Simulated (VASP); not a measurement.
Here is a VASP 6.6.1 calculation.

The input INCAR:

```
PREC = Accurate ; ENCUT = 520
EDIFF = 1E-6 ; ISMEAR = 0
SIGMA = 0.1 ; LREAL = F
LASPH = T ; NELM = 100
ALGO = Normal ; ISIF = 2
LWAVE = F ; LCHARG = F
LDIPOL = T ; IDIPOL = 3
DIPOL = 0.5 0.5 0.500 ; GGA = PE
IVDW = 12 ; NBANDS = 22
```

KPOINTS

```
regular mesh
0
Gamma
  12 12 1
```

The input POSCAR:

```
Al
1.0
    2.8144222611      0.0000000000      0.0000000000
   -1.4072111305      2.4373611751      0.0000000000
    0.0000000000      0.0000000000     30.1718323935
Al
8
Direct
    0.3333333333      0.6666666667      0.2320044706
    0.0000000000      0.0000000000      0.3085746218
    0.6666666667      0.3333333333      0.3851447731
    0.0000000000      0.0000000000      0.4617149244
    0.3333333333      0.6666666667      0.5377628396
    0.0000000000      0.0000000000      0.6146309297
    0.6666666667      0.3333333333      0.6918564409
    0.0000000000      0.0000000000      0.7707501829
```

Potentials or basis: VASP PAW PBE potentials, release 64 (Al).

Command:

```bash
$ cat potpaw_PBE.64/Al/POTCAR > POTCAR
$ mpirun -np 1 vasp_std > vasp.out
```

Task: Estimate the band gap on the k mesh.

Result: Zero (bands 12 and 13 overlap by 3.27 eV).

Task: Estimate the largest force.

Result: 0.114 eV/Å.

Task: Estimate the dispersion energy per atom.

Result: -0.306 eV.

Forces in eV/Å, atoms in the order of the input:
```
Al   0.000  0.000 -0.114
Al   0.000  0.000  0.075
Al   0.000  0.000  0.025
Al   0.000  0.000  0.008
Al   0.000  0.000  0.003
Al   0.000  0.000  0.000
Al   0.000  0.000  0.000
Al   0.000  0.000  0.003
```
